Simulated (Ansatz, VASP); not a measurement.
BaTiO3: VASP beside Ansatz

```xyz
5
Lattice="2.8634 1.6532 2.3564 -2.8634 1.6532 2.3564 0.0000 -3.3064 2.3564" Properties=species:S:1:pos:R:3 pbc="T T T"
Ba    0.0000    0.0000    0.0245
Ti    0.0000    0.0000    3.6598
O    -1.4011    0.8089    4.5949
O     0.0000   -1.6179    4.5949
O     1.4011    0.8089    4.5949
```

Alike in both runs: functional PBE; k mesh 6 × 6 × 6; occupations gaussian, width 0.02 eV; no spin polarisation.

Ansatz relaxed the structure, and its values are those at the end. VASP's run is a single point on that final structure, the one shown.

|  | VASP | Ansatz |
| --- | --- | --- |
| version | VASP 6.6.1 | Ansatz 0.2.0 |
| potentials or method | VASP PAW PBE potentials, release 64 (Ba_sv, Ti_sv, O), cutoff 520 eV | scalar-relativistic, plane waves, PAW |
| valence electrons in the cell | 40 | 40 |

|  | VASP | Ansatz | Ansatz less VASP |
| --- | --- | --- | --- |
| gap on the k mesh at the Fermi level (eV) | 2.59 | 2.63 | +0.044 |
| least direct gap on the mesh (eV) | 3.13 | 3.13 | +0.009 |
| pressure (GPa) | 1.6 | 0.0 | -1.58 |
| rms of the force components (eV/Å) | 0.036 | 0.000 | -0.0357 |

Spin-orbit coupling is off throughout.
